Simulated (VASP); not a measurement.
Write the native input for VASP 6.6.1 that does the following.

| Item | Value |
| --- | --- |
| Task | single point |
| Functional | PBE |
| Potentials or basis | VASP PAW PBE potentials, release 64 (Ta_pv) |
| Cutoff | 520 eV |
| k mesh | 18 × 18 × 18 |
| Occupations | gaussian, width 0.05 eV |
| Spin | no spin polarisation |
| Dipole correction | no |
| Further INCAR settings | ALGO = Normal; EDIFF = 1e-06; NBANDS = 12 |

The structure of Ta lies in POSCAR:

```
Ta
1.0
   -1.6594642716      1.6594642716      1.6594642716
    1.6594642716     -1.6594642716      1.6594642716
    1.6594642716      1.6594642716     -1.6594642716
Ta
1
Direct
    0.0000000000      0.0000000000      0.0000000000
```

The input as run:

INCAR

```
SYSTEM = Ta
PREC     = Accurate       ! precision mode
ENCUT    = 520            ! plane-wave cutoff, eV
EDIFF    = 1E-6           ! SCF threshold, eV
ISMEAR   = 0              ! smearing method
SIGMA    = 0.05           ! smearing width, eV
LREAL    = .False.        ! projectors in reciprocal space
LASPH    = .True.         ! aspherical terms in the spheres
NELM     = 60             ! most SCF steps
ALGO     = Normal         ! electronic algorithm
ISIF     = 2              ! what is computed and relaxed
LWAVE    = .False.        ! write WAVECAR
LCHARG   = .True.         ! write CHGCAR
GGA      = PE             ! functional
LELF     = .True.         ! ELF
LVHAR    = .True.       
NBANDS   = 12             ! bands
```

KPOINTS

```
Automatic mesh
0
Gamma
  18 18 18
  0 0 0
```

Potentials or basis: VASP PAW PBE potentials, release 64 (Ta_pv).

Launch:

```bash
$ cat potpaw_PBE.64/Ta_pv/POTCAR > POTCAR
$ mpirun -np 1 vasp_std > vasp.out
```

It gave:

```
Pressure : 0.1 GPa
```

Wall time 42 s on 1 thread of Intel Xeon 8259CL (shared host), peak memory 0.17 GiB.
